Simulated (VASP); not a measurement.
# Mg (P6_3/mmc) in VASP: further runs

The runs below take Mg through single point, with PBE.

Program: VASP 6.6.1. These are calculated values, not measurements. Logs are shortened: lines on timing, memory, paths and dates and some standing lists are left out, and cuts for length are marked.

## (1) The cell of the first run

It takes space group P6_3/mmc (No. 194, hexagonal). Conventional cell: a = 3.209 Å, b = 3.209 Å, c = 4.794 Å, α = 90.00°, β = 90.00°, γ = 120.00°. Within 4.0 Å of Mg (site symmetry -6m2) lie 12 Mg at 3.03 to 3.21 Å.

## (2) Single point, PBE (strain +0.000 along x and y, -0.080 along z)

File INCAR:

```
ALGO     = Normal         # electronic algorithm
EDIFF    = 1E-7           # SCF threshold, eV
ENCUT    = 520            # plane-wave cutoff, eV
GGA      = PE             # functional
ISIF     = 2              # what is computed and relaxed
ISMEAR   = 0              # smearing method
LASPH    = True           # aspherical terms in the spheres
LCHARG   = False          # write CHGCAR
LREAL    = False          # projectors in reciprocal space
LWAVE    = False          # write WAVECAR
NBANDS   = 9              # bands
NELM     = 100            # most SCF steps
PREC     = Accurate       # precision mode
SIGMA    = 0.15           # smearing width, eV
```

File KPOINTS:

```
k-points
0
Gamma
  18 18 10
```

File POSCAR:

```
Mg
1.0
    3.2092715325      0.0000000000      0.0000000000
   -1.6046357662      2.7793106748      0.0000000000
    0.0000000000      0.0000000000      4.7935036000
Mg
2
Direct
    0.3333333333      0.6666666667      0.2500000000
    0.6666666667      0.3333333333      0.7500000000
```

Potentials or basis: VASP PAW PBE potentials, release 64 (Mg).

Started as:

```console
cat potpaw_PBE.64/Mg/POTCAR > POTCAR
mpirun -np 1 vasp_std > vasp.out
```

OUTCAR:

```text
EDIFF = 1E-7
   ENCUT = 520
   GGA = PE
   ISIF = 2
   ISMEAR = 0
   LASPH = True
   LREAL = False
   NELM = 100
   PREC = Accurate

 ion  position               nearest neighbor table
   1  0.333  0.667  0.250-   2 3.03   2 3.03   2 3.03   2 3.03   2 3.03   2 3.03
   2  0.667  0.333  0.750-   1 3.03   1 3.03   1 3.03   1 3.03   1 3.03   1 3.03

  LATTYP: Found a hexagonal cell.
 ALAT       =     3.2092715325
 C/A-ratio  =     1.4936422647

  Lattice vectors:

 A1 = (   3.2092715325,   0.0000000000,   0.0000000000)
 A2 = (  -1.6046357662,   2.7793106748,   0.0000000000)
 A3 = (   0.0000000000,   0.0000000000,   4.7935036000)

Analysis of symmetry for initial positions (statically):
=====================================================================
 Subroutine PRICEL returns:
 Original cell was already a primitive cell.

 Routine SETGRP: Setting up the symmetry group for a
 hexagonal supercell.

 Subroutine GETGRP returns: Found 24 space group operations
 (whereof 12 operations were pure point group operations)
 out of a pool of 24 trial point group operations.

The static configuration has the point symmetry D_3d.
 The point group associated with its full space group is D_6h.

Analysis of symmetry for dynamics (positions and initial velocities):
=====================================================================
 Subroutine PRICEL returns:
 Original cell was already a primitive cell.

 Routine SETGRP: Setting up the symmetry group for a
 hexagonal supercell.

 Subroutine GETGRP returns: Found 24 space group operations
 (whereof 12 operations were pure point group operations)
 out of a pool of 24 trial point group operations.

The dynamic configuration has the point symmetry D_3d.
 The point group associated with its full space group is D_6h.

 Subroutine INISYM returns: Found 24 space group operations
 (whereof 12 operations are pure point group operations),
 and found     1 'primitive' translations

----------------------------------------------------------------------------------------

                                     Primitive cell

  volume of cell :      42.7560

  direct lattice vectors                    reciprocal lattice vectors
     3.209271532  0.000000000  0.000000000     0.311597193  0.179900723  0.000000000
    -1.604635766  2.779310675  0.000000000     0.000000000  0.359801446  0.000000000
[... 90 lines left out ...]
   NFREE  =      0    steps in history (QN), initial steepest desc. (CG)
   ISIF   =      2    stress and relaxation
   ISYM   =      2    0-nonsym 1-usesym 2-fastsym
   POTIM  = 0.5000    time-step for ionic-motion
   TEBEG  =    0.0;   TEEND  =   0.0 temperature during run
   PSTRESS=    0.0 pullay stress
   NELECT =       4.0000    total number of electrons
   NUPDOWN=      -1.0000    fix difference up-down
   EMIN   =  10.00;   EMAX   =-10.00  energy-range for DOS
   EFERMI =   0.00;   METHOD = LEGACY
   ISMEAR =     0;   SIGMA  =   0.15  broadening in eV -4-tet -1-fermi 0-gaus
   EFERMI_NEDOS =   21; number of points for ismear=-14 and -15
   IALGO  =     38    algorithm
   IMIX   =      4    mixing-type and parameters
     AMIX     =   0.40;   BMIX     =  1.00
     AMIX_MAG =   1.60;   BMIX_MAG =  1.00
  volume/ion in A,a.u.               =      21.38       144.27
  Fermi-wavevector in a.u.,A,eV,Ry     =   0.743183  1.404413  7.514790  0.552321
  Thomas-Fermi vector in A             =   1.838239
   LORBIT       =      0    0 simple, 1 ext, 2 COOP (PROOUT), +10 PAW based schemes
   GGA     = PE    functional components
   LHFCALC =     F    Hartree Fock is set to
   AEXX    =    0.0000 exact exchange contribution
   IVDW    =     0    specifies the selected vdW correction
   LEPSILON=     F    determine dielectric tensor
   LRPA    =     F    only Hartree local field effects (RPA)
 non-spin polarized calculation
 Gauss-broadening in eV      SIGMA  =   0.15
  energy-cutoff  :      520.00
  volume of cell :       42.76
 maximum number of plane-waves:      1182
 NGX is ok and might be reduce to    24
   NGX = 11   NGY = 11   NGZ = 17

 number of electron       4.0000000 magnetization

 Free energy of the ion-electron system (eV)
  ---------------------------------------------------
  ext. energy  EPLUGINS =         0.00000000
  ---------------------------------------------------
  free energy    TOTEN  =        -2.95790930 eV

  energy without entropy =       -2.94918922  energy(sigma->0) =       -2.95354926

 E-fermi :   3.0347     XC(G=0):  -8.7116

 val. band max:        3.0265115292   @ k =   0.3333   0.3333   0.4000
 cond. band min:       3.0467429977   @ k =   0.4444   0.1111   0.4000
 fundamental gap:      0.0202314685
 Fermi energy:         3.0347359981

 k-point     1 :       0.0000    0.0000    0.0000
  band No.  band energies     occupation
      1      -4.2289      2.00000
      2       1.7232      2.00000
      3       2.5840      1.99998
      4      13.4693      0.00000
      5      13.4693      0.00000
      6      13.5279      0.00000
      7      13.5279      0.00000
      8      15.1886      0.00000
      9      16.2231      0.00000
[... 265 lines left out ...]
 k-point    24 :       0.3889    0.1111    0.0000
  band No.  band energies     occupation
      1      -0.2766      2.00000
      2       1.7615      2.00000
      3       5.3567      0.00000
      4       6.0594      0.00000
      5       7.2100      0.00000
      6       7.3560      0.00000
      7       9.1929      0.00000
      8      12.2909      0.00000
      9      13.4816      0.00000

 [... further k-points ...]

------------------------ aborting loop because EDIFF is reached ----------------------------------------

  FORCE on cell =-STRESS in cart. coord.  units (eV):
  Direction    XX          YY          ZZ          XY          YZ          ZX
  --------------------------------------------------------------------------------------
  -------------------------------------------------------------------------------------
  Total        0.3752386      0.3752386      1.7597175      0.0000000      0.0000000      0.0000000
  in kB       14.0611709     14.0611709     65.9412124      0.0000000      0.0000000      0.0000000
  external PRESSURE =      31.3545181 kB  Pullay stress =       0.0000000 kB

 VOLUME and BASIS-vectors are now :
 -----------------------------------------------------------------------------
  energy-cutoff  :      520.00
  volume of cell :       42.76
      direct lattice vectors                 reciprocal lattice vectors
     3.209271532  0.000000000  0.000000000     0.311597193  0.179900723  0.000000000
    -1.604635766  2.779310675  0.000000000     0.000000000  0.359801446  0.000000000
     0.000000000  0.000000000  4.793503600     0.000000000  0.000000000  0.208615677

 POSITION                                       TOTAL-FORCE (eV/Angst)
 -----------------------------------------------------------------------------------
     -0.00000      1.85287      1.19838        -0.000000      0.000000      0.000000
      1.60464      0.92644      3.59513         0.000000     -0.000000      0.000000
 -----------------------------------------------------------------------------------
    total drift:                                0.000000     -0.000000      0.000000

  FREE ENERGIE OF THE ION-ELECTRON SYSTEM (eV)
  ---------------------------------------------------
  free  energy   TOTEN  =        -2.9579093031 eV

  energy  without entropy=       -2.9491892178  energy(sigma->0) =       -2.95354926
```

OSZICAR:

```text
N       E                     dE             d eps       ncg     rms          rms(c)
DAV:   1    -0.612764049224E-01   -0.61276E-01   -0.12758E+03  3996   0.313E+02
DAV:   2    -0.292639469274E+01   -0.28651E+01   -0.27878E+01  5338   0.281E+01
DAV:   3    -0.297168856314E+01   -0.45294E-01   -0.44998E-01  5331   0.292E+00
DAV:   4    -0.297181693406E+01   -0.12837E-03   -0.12837E-03  5021   0.150E-01
DAV:   5    -0.297181754742E+01   -0.61336E-06   -0.61347E-06  5072   0.955E-03    0.953E-01
DAV:   6    -0.296525103274E+01    0.65665E-02   -0.40867E-04  4571   0.166E-01    0.610E-01
DAV:   7    -0.295790412131E+01    0.73469E-02   -0.15674E-03  4131   0.284E-01    0.326E-02
DAV:   8    -0.295791036584E+01   -0.62445E-05   -0.14328E-05  5773   0.225E-02    0.728E-03
DAV:   9    -0.295790945243E+01    0.91341E-06   -0.11407E-06  4430   0.531E-03    0.648E-04
DAV:  10    -0.295790930815E+01    0.14428E-06   -0.63494E-09  2973   0.459E-04    0.122E-04
DAV:  11    -0.295790930307E+01    0.50823E-08   -0.63382E-10  2262   0.162E-04
   1 F= -.29579093E+01 E0= -.29535493E+01  d E =-.872009E-02
```

stdout:

```text
POSCAR found type information on POSCAR Mg
 POSCAR found :  1 types and       2 ions
 scaLAPACK will be used
 LDA part: xc-table for (Slater+PW92), standard interpolation
 POSCAR, INCAR and KPOINTS ok, starting setup
 FFT: planning ... GRIDC
 FFT: planning ... GRID_SOFT
 FFT: planning ... GRID
 WAVECAR not read
 entering main loop
```

Wall time 16 s (1 thread of Intel Xeon 6975P-C (Granite Rapids), shared host); peak memory 0.21 GiB.

What came out:

```yaml
Free_energy: -2.9579 eV
Pressure: 3.1 GPa
Band_gap_on_the_k_mesh: zero (bands 2 and 3 overlap by 2.15 eV)
```

Stress tensor (GPa, compression positive):
```
1.41 0.00 0.00
0.00 1.41 0.00
0.00 0.00 6.59
```

Caveat: the cell differs from its parent crystal (strain +0.000 along x and y, -0.080 along z); the stress differs along the axes, from 1 to 7 GPa.

## (3) Single point, PBE (strain -0.040 along x and y, +0.000 along z)

File INCAR:

```
SYSTEM = Mg
PREC = Accurate
ENCUT = 520
EDIFF = 1E-7
ISMEAR = 0
SIGMA = 0.15
LREAL = .False.
LASPH = .True.
NELM = 80
ALGO = Normal
ISIF = 2
LWAVE = .False.
LCHARG = .False.
GGA = PE
NBANDS = 9
```

File KPOINTS:

```
Automatic mesh
0
Gamma
  18 18 10
  0 0 0
```

File POSCAR:

```
Mg
1.0
    3.0809006712      0.0000000000      0.0000000000
   -1.5404503356      2.6681382478      0.0000000000
    0.0000000000      0.0000000000      5.2103300000
Mg
2
Direct
    0.3333333333      0.6666666667      0.2500000000
    0.6666666667      0.3333333333      0.7500000000
```

Potentials or basis: VASP PAW PBE potentials, release 64 (Mg).

Started as:

```console
cat potpaw_PBE.64/Mg/POTCAR > POTCAR
mpirun -np 1 vasp_std > vasp.out
```

Run time: 17 s. Hardware: 1 thread of Intel Xeon 6975P-C (Granite Rapids), shared host; peak memory 0.21 GiB.

It converged, with:

```yaml
Free_energy: -2.9834 eV
Pressure: 2.9 GPa
Band_gap_on_the_k_mesh: zero (bands 2 and 3 overlap by 2.48 eV)
```

Stress tensor (GPa, compression positive):
```
3.76 0.00 0.00
0.00 3.76 0.00
0.00 0.00 1.03
```

Levels at points of the mesh, in eV from the Fermi level:
```tsv
k point	band 1	band 2	band 3	band 4	band 5	band 6
(0.00, 0.00, 0.00)	-7.22	-2.00	-1.61	11.81	11.81	11.86
(0.50, 0.00, 0.00)	-2.14	-2.03	2.73	2.98	3.22	3.73
(0.00, 0.00, 0.50)	-5.84	-5.84	4.63	4.63	12.52	12.52
(0.50, 0.00, 0.50)	-1.12	-1.12	-0.34	-0.34	8.21	8.21
```

Caveat: the cell differs from its parent crystal (strain -0.040 along x and y, +0.000 along z).

## (4) Single point, PBE (strain +0.000 along x and y, -0.040 along z)

File INCAR:

```
ALGO = Normal
EDIFF = 1E-6
ENCUT = 520
GGA = PE
ISIF = 2
ISMEAR = 0
LASPH = T
LCHARG = F
LREAL = F
LWAVE = F
NBANDS = 9
NELM = 80
PREC = Accurate
SIGMA = 0.15
```

File KPOINTS:

```
k-points
0
Gamma
  18 18 10
```

File POSCAR:

```
Mg
1.0
    3.2092715325      0.0000000000      0.0000000000
   -1.6046357662      2.7793106748      0.0000000000
    0.0000000000      0.0000000000      5.0019168000
Mg
2
Direct
    0.3333333333      0.6666666667      0.2500000000
    0.6666666667      0.3333333333      0.7500000000
```

Started as:

```console
cat potpaw_PBE.64/Mg/POTCAR > POTCAR
mpirun -np 1 vasp_std > vasp.out
```

It took 16 s on 1 thread of Intel Xeon 6975P-C (Granite Rapids), shared host; peak memory 0.22 GiB.

It converged, with:

```
Free energy            : -3.0082 eV
Pressure               : 1.0 GPa
Band gap on the k mesh : zero (bands 2 and 3 overlap by 1.98 eV)
```

Stress tensor (GPa, compression positive):
```
0.41 0.00 0.00
0.00 0.41 0.00
0.00 0.00 2.24
```

Levels at points of the mesh, in eV from the Fermi level:
```csv
k point,band 1,band 2,band 3,band 4,band 5,band 6,band 7
"(0.00, 0.00, 0.00)",-7.07,-1.52,-0.87,10.66,10.66,10.73,10.73
"(0.50, 0.00, 0.00)",-2.32,-2.31,2.76,3.12,3.64,3.91,6.61
"(0.00, 0.00, 0.50)",-5.57,-5.57,5.75,5.75,11.45,11.45,11.45
"(0.50, 0.00, 0.50)",-1.19,-1.19,-0.51,-0.51,7.86,7.86,8.12
```

Caveat: the cell differs from its parent crystal (strain +0.000 along x and y, -0.040 along z).

## (5) Single point, PBE (strain -0.040 along x and y, +0.040 along z)

File INCAR:

```
SYSTEM = Mg
PREC = Accurate
ENCUT = 520
EDIFF = 1E-6
ISMEAR = 0
SIGMA = 0.15
LREAL = .False.
LASPH = .True.
NELM = 80
ALGO = Normal
ISIF = 2
LWAVE = .False.
LCHARG = .False.
GGA = PE
NBANDS = 9
```

File KPOINTS:

```
regular mesh
0
Gamma
  18 18 10
  0 0 0
```

File POSCAR:

```
Mg
1.0
    3.0809006712      0.0000000000      0.0000000000
   -1.5404503356      2.6681382478      0.0000000000
    0.0000000000      0.0000000000      5.4187432000
Mg
2
Direct
    0.3333333333      0.6666666667      0.2500000000
    0.6666666667      0.3333333333      0.7500000000
```

Started as:

```console
cat potpaw_PBE.64/Mg/POTCAR > POTCAR
mpirun -np 1 vasp_std > vasp.out
```

Wall time 15 s (1 thread of Intel Xeon 6975P-C (Granite Rapids), shared host); peak memory 0.21 GiB.

It converged, with:

| Item | Value |
| --- | --- |
| Free energy | -2.9802 eV |
| Pressure | 1.4 GPa |
| Band gap on the k mesh | zero (bands 2 and 3 overlap by 2.88 eV) |

Stress tensor (GPa, compression positive):
```
 2.86  0.00  0.00
 0.00  2.86  0.00
 0.00  0.00 -1.57
```

Levels at points of the mesh, in eV from the Fermi level:
```
           k point  band 1  band 2  band 3  band 4  band 5
(0.00, 0.00, 0.00)   -7.06   -2.11   -1.97   11.06   11.99
(0.50, 0.00, 0.00)   -1.98   -1.85    2.65    2.85    2.91
(0.00, 0.00, 0.50)   -5.78   -5.78    3.95    3.95   12.65
(0.50, 0.00, 0.50)   -1.03   -1.03   -0.27   -0.27    7.95
```

Caveat: the cell differs from its parent crystal (strain -0.040 along x and y, +0.040 along z).

## (6) Single point, PBE (strain -0.040 along x and y, +0.080 along z)

File INCAR:

```
PREC = Accurate
ENCUT = 520
EDIFF = 1E-6
ISMEAR = 0
SIGMA = 0.15
LREAL = False
LASPH = True
NELM = 80
ALGO = Normal
ISIF = 2
LWAVE = False
LCHARG = False
GGA = PE
NBANDS = 9
```

File KPOINTS:

```
Automatic mesh
0
Gamma
  18 18 10
```

POSCAR: that of step 5 with these lines changed.

```diff
@@ -4,3 +4,3 @@
    -1.5404503356      2.6681382478      0.0000000000
-    0.0000000000      0.0000000000      5.4187432000
+    0.0000000000      0.0000000000      5.6271564000
 Mg
```

Potentials or basis: VASP PAW PBE potentials, release 64 (Mg).

Started as:

```console
cat potpaw_PBE.64/Mg/POTCAR > POTCAR
mpirun -np 1 vasp_std > vasp.out
```

Run time: 16 s. Hardware: 1 thread of Intel Xeon 6975P-C (Granite Rapids), shared host; peak memory 0.22 GiB.

It converged, with:

* Free energy: -2.9544 eV
* Pressure: 0.3 GPa
* Band gap on the k mesh: zero (bands 2 and 3 overlap by 3.12 eV)

Stress tensor (GPa, compression positive):
```
 1.94  0.00  0.00
 0.00  1.94  0.00
 0.00  0.00 -3.00
```

Levels at points of the mesh, in eV from the Fermi level:
```tsv
k point	band 1	band 2	band 3	band 4	band 5	band 6
(0.00, 0.00, 0.00)	-6.89	-2.29	-2.18	10.24	11.24	12.16
(0.50, 0.00, 0.00)	-1.82	-1.68	2.53	2.61	2.88	3.18
(0.00, 0.00, 0.50)	-5.71	-5.71	3.35	3.35	12.77	12.77
(0.50, 0.00, 0.50)	-0.95	-0.95	-0.20	-0.20	7.67	7.67
```

Caveat: the cell differs from its parent crystal (strain -0.040 along x and y, +0.080 along z).

## (7) Overview

```tsv
cell	gap on the mesh (eV)	pressure (GPa)
a = 3.209, b = 3.209, c = 4.794 Å, angles 90.0, 90.0, 120.0°, 2 atoms	none	3.1
a = 3.081, b = 3.081, c = 5.210 Å, angles 90.0, 90.0, 120.0°, 2 atoms	none	2.9
a = 3.209, b = 3.209, c = 5.002 Å, angles 90.0, 90.0, 120.0°, 2 atoms	none	1.0
a = 3.081, b = 3.081, c = 5.419 Å, angles 90.0, 90.0, 120.0°, 2 atoms	none	1.4
a = 3.081, b = 3.081, c = 5.627 Å, angles 90.0, 90.0, 120.0°, 2 atoms	none	0.3
```

Alike in all rows: task single point; level PBE; potentials or basis VASP PAW PBE potentials, release 64 (Mg); no spin polarisation; k mesh 18 × 18 × 10; cutoff (eV) 520; smearing gaussian 0.15 eV.

Caveats: the stress differs along the axes, from 1 to 7 GPa (at least some runs).

Total energies depend on the potentials used, so only differences within one code and one set of settings carry meaning.

The gap in the log of VASP goes by the Fermi energy; the results here count the filled bands.